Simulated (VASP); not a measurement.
Runs of VASP 6.6.1 on Ge. The structure is that of space group Cmmm (No. 65), or close to it. The cells are those of the table. 

| cell | gap on the mesh (eV) | pressure (GPa) |
| --- | --- | --- |
| a = 3.100, b = 3.100, c = 2.698 Å, angles 90.0, 90.0, 123.5°, 1 atom | none | -8.4 |
| a = 3.026, b = 3.026, c = 2.698 Å, angles 90.0, 90.0, 123.5°, 1 atom | none | -6.7 |
| a = 3.173, b = 3.173, c = 2.698 Å, angles 90.0, 90.0, 123.5°, 1 atom | none | (a) |
| a = 3.210, b = 3.210, c = 2.698 Å, angles 90.0, 90.0, 123.5°, 1 atom | none | -10.0 |

Alike in all rows: task single point; level PBEsol; potentials or basis VASP PAW PBE potentials, release 64 (Ge_d); no spin polarisation; k mesh 20 × 20 × 18; cutoff (eV) 520; smearing gaussian 0.15 eV.

Fill in the values left out.

(a) -9.6.

Caveats: the cell stands under tension; the PAW data sets were made with another functional, which shifts forces and pressure a little.

A k mesh can miss the band edges, and the runs leave out spin-orbit coupling on Ge.

A gap of «none» marks levels without a gap at the run's occupations.
